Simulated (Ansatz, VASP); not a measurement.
**CoSn: VASP beside Ansatz**

File INCAR:

```
SYSTEM = CoSn
ALGO     = Normal         ! electronic algorithm
EDIFF    = 1E-6           ! SCF threshold, eV
EDIFFG   = -0.04          ! ionic threshold
ENCUT    = 600            ! plane-wave cutoff, eV
GGA      = PE             ! functional
IBRION   = 2              ! ionic algorithm
ISIF     = 3              ! what is computed and relaxed
ISMEAR   = 0              ! smearing method
LASPH    = .TRUE.         ! aspherical terms in the spheres
LCHARG   = .FALSE.        ! write CHGCAR
LREAL    = .FALSE.        ! projectors in reciprocal space
LWAVE    = .FALSE.        ! write WAVECAR
NELM     = 80             ! most SCF steps
NSW      = 90             ! ionic steps
PREC     = Accurate       ! precision mode
SIGMA    = 0.1            ! smearing width, eV
```

KPOINTS

```
k-points
0
G
  6 6 6
  0 0 0
```

File POSCAR:

```
CoSn
1.0
    3.1402391503      0.0000000000      0.0000000000
    0.0000000000      3.1402391503      0.0000000000
    0.0000000000      0.0000000000      3.1402391503
Co Sn
1 1
Direct
    0.0000000000      0.0000000000      0.0000000000
    0.5000000000      0.5000000000      0.5000000000
```

Input for Ansatz:

```yaml
crystal:
  lattice:
    - [3.1402391503, 0.0, 0.0]
    - [0.0, 3.1402391503, 0.0]
    - [0.0, 0.0, 3.1402391503]
  atoms:
    - { symbol: Co, position: [0.0, 0.0, 0.0] }
    - { symbol: Sn, position: [0.5, 0.5, 0.5] }
basis:
  ecutwfc: 420
kpoints:
  mp_grid: { grid: [6, 6, 6] }
hamiltonian:
  xc: pbe
scf:
  occupations: { method: gaussian, width: 0.1 }
  lower_state_search: "off"
output:
  forces: true
  stress: true
  eigenvalues: true
relax:
  adjacent_minimum: "off"
  f_tol: 0.04
  max_steps: 70
  cell: { stress_tol: 0.4 }
```

Alike in both runs: task relaxation of cell and atoms; functional PBE; k mesh 6 × 6 × 6; occupations gaussian, width 0.1 eV; no spin polarisation.

|  | VASP | Ansatz |
| --- | --- | --- |
| version | VASP 6.6.1 | Ansatz 0.2.0 |
| potentials or method | VASP PAW PBE potentials, release 64 (Co, Sn_d), cutoff 600 eV | scalar-relativistic, plane waves, PAW |
| valence electrons in the cell | 23 | 31 |

Ansatz gave:

| Property | Result |
| --- | --- |
| gap on the k mesh at the Fermi level, each at its own relaxed structure (eV) | none |
| relaxed volume (Å³/atom) | 15.56 |
| relaxed cell length with the largest relative difference (Å) | 3.145 |

**Question.** What did VASP give for the same quantities?

**Answer.** gap on the k mesh at the Fermi level, each at its own relaxed structure (eV): none; relaxed volume (Å³/atom): 15.48; relaxed cell length with the largest relative difference (Å): 3.140.

A gap of «none» marks a metal or a gap that the smearing closes. VASP's potentials hold 23 valence electrons a cell and Ansatz's 31, so a difference there can come from the potentials and not from the codes.

Noted on VASP's run: the relaxation stopped at its first step, so nothing moved.
